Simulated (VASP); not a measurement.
**Mg2Sn: single point with r2SCAN**

The system is Mg2Sn.

```
Mg Sn
1.0
     0.00000    3.37950    3.37950
     3.37950    0.00000    3.37950
     3.37950    3.37950    0.00000
Mg Sn
2 1
Direct
  0.25000 0.25000 0.25000
  0.75000 0.75000 0.75000
  0.00000 0.00000 0.00000
```

| Item | Value |
| --- | --- |
| Program | VASP 6.6.1 |
| Task | single point |
| Functional | r2SCAN |
| Potentials or basis | VASP PAW PBE potentials, release 64 (Mg, Sn_d) |
| Cutoff | 660 eV |
| k mesh | 10 × 10 × 10 |
| Occupations | gaussian, width 0.05 eV |
| Spin | no spin polarisation |
| Dipole correction | no |
| Further INCAR settings | ALGO = Normal; EDIFF = 1e-06; NBANDS = 16 |

The pressure is -0.1 GPa.

Levels at points of the mesh, in eV from the Fermi level:
```csv
k point,band 6,band 7,band 8,band 9,band 10,band 11,band 12,band 13
"(0.00, 0.00, 0.00)",-9.58,-0.09,-0.09,-0.09,1.92,2.31,2.31,2.31
"(0.50, 0.00, 0.00)",-8.24,-5.05,-0.97,-0.97,1.03,2.40,2.40,4.45
"(0.50, 0.50, 0.00)",-7.70,-4.81,-2.30,-2.30,0.09,0.33,7.81,7.81
```

It took 3.2 min on 1 thread of Intel(R) Xeon(R) Platinum 8488C (Sapphire Rapids), on a shared host, peak memory 0.31 GiB.

Caveat: the PAW data sets were made with another functional, which shifts forces and pressure a little; spin-orbit coupling is left out, which moves the levels of the heavy elements.
